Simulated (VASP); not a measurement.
Wanted: the native input for a VASP 6.6.1 run.

| Item | Value |
| --- | --- |
| Task | single point |
| Functional | LDA |
| Potentials or basis | VASP PAW LDA potentials, release 64 (Cd, Te) |
| Cutoff | 500 eV |
| k mesh | 6 × 6 × 4 |
| Occupations | fermi-dirac, width 0.1 eV |
| Spin | no spin polarisation |
| Dipole correction | no |
| Further INCAR settings | ALGO = Normal; EDIFF = 1e-06; NBANDS = 26 |

The structure of CdTe lies in POSCAR:

```
CdTe
1.0
    3.0027164828     -3.0314359883      0.0000000000
    3.0027164828      3.0314359883      0.0000000000
    0.0000000000      0.0000000000      5.9663180922
Cd Te
2 2
Direct
    0.2770300000      0.7229700000      0.7500000000
    0.7229700000      0.2770300000      0.2500000000
    0.7661370000      0.2338630000      0.7500000000
    0.2338630000      0.7661370000      0.2500000000
```

The input as run:

INCAR

```
ALGO     = Normal         # electronic algorithm
EDIFF    = 1E-6           # SCF threshold, eV
ENCUT    = 500            # plane-wave cutoff, eV
GGA_COMPAT= False        
ISIF     = 2              # what is computed and relaxed
ISMEAR   = -1             # smearing method
LASPH    = True           # aspherical terms in the spheres
LCHARG   = True           # write CHGCAR
LELF     = True           # ELF
LREAL    = False          # projectors in reciprocal space
LVHAR    = True         
LWAVE    = False          # write WAVECAR
NBANDS   = 26             # bands
NELM     = 120            # most SCF steps
PREC     = Accurate       # precision mode
SIGMA    = 0.1            # smearing width, eV
```

KPOINTS

```
k-points
0
Gamma
  6 6 4
```

Potentials or basis: VASP PAW LDA potentials, release 64 (Cd, Te).

Launch:

```bash
$ cat potpaw_LDA.64/Cd/POTCAR potpaw_LDA.64/Te/POTCAR > POTCAR
$ mpirun -np 1 vasp_std > vasp.out
```

Results of the run:

```yaml
Pressure: -1.9 GPa
Largest_force: 0.070 eV/Å
Band_gap_on_the_k_mesh: zero (band 18 reaches 4.30 eV, above the bottom of band 19 at 2.81 eV)
```

Caveat: spin-orbit coupling is left out, which moves the levels of the heavy elements.

Wall time 54 s on 1 thread of Intel(R) Xeon(R) Platinum 8488C (Sapphire Rapids), on a shared host, peak memory 0.24 GiB.
